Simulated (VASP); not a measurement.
# PdO2F6: single point with LDA

PdO2F6:

```
F Pd O
1.0
     4.87459    0.00000    0.00000
    -1.02965    4.80493    0.00000
    -0.05465   -1.00483    4.84328
F Pd O
6 1 2
Direct
  0.30600 0.95100 0.20200
  0.69400 0.04900 0.79800
  0.22700 0.31800 0.90900
  0.77300 0.68200 0.09100
  0.08300 0.76400 0.67900
  0.91700 0.23600 0.32100
  0.00000 0.00000 0.00000
  0.45900 0.56900 0.44800
  0.54100 0.43100 0.55200
```

```
Program                 : VASP 6.6.1
Task                    : single point
Functional              : LDA
Potentials or basis     : VASP PAW LDA potentials, release 64 (F, Pd, O)
Cutoff                  : 520 eV
k mesh                  : 4 × 4 × 4, shifted
Occupations             : fermi-dirac, width 0.1 eV
Spin                    : no spin polarisation
Dipole correction       : no
k mesh for the DOS      : 6 × 6 × 6
Occupations for the DOS : tetrahedron
Further INCAR settings  : ALGO = Normal; EDIFF = 1e-06
```

```json
{"Valence electrons inside the program's atomic spheres": "F 6.04, 6.01, 6.00 (each value once); Pd 9.88; O 4.86"}
```

Levels at points of the mesh, in eV from the valence-band top:
```csv
k point,band 30,band 31,band 32,band 33,band 34,band 35
"(0.00, 0.00, 0.00)",-0.66,-0.46,-0.15,0.10,0.35,2.51
"(0.50, 0.00, 0.00)",-0.45,-0.21,-0.07,0.13,0.29,2.45
"(0.00, 0.50, 0.00)",-0.51,-0.25,-0.01,0.19,0.31,2.58
"(0.50, 0.50, 0.00)",-0.62,-0.37,-0.08,0.15,0.47,2.53
"(0.00, 0.00, 0.50)",-0.44,-0.24,-0.10,0.12,0.29,2.55
"(0.50, 0.00, 0.50)",-0.59,-0.32,-0.02,0.13,0.36,2.54
"(0.00, 0.50, 0.50)",-0.62,-0.29,-0.06,0.13,0.36,2.40
"(0.50, 0.50, 0.50)",-0.44,-0.16,-0.02,0.05,0.38,2.31
```

Run time: 4.9 min on 1 thread of Intel(R) Xeon(R) 6975P-C (Granite Rapids), with other jobs on the host, peak memory 0.46 GiB.

Caveat: the standard files for N, O and F lose accuracy on very short bonds.
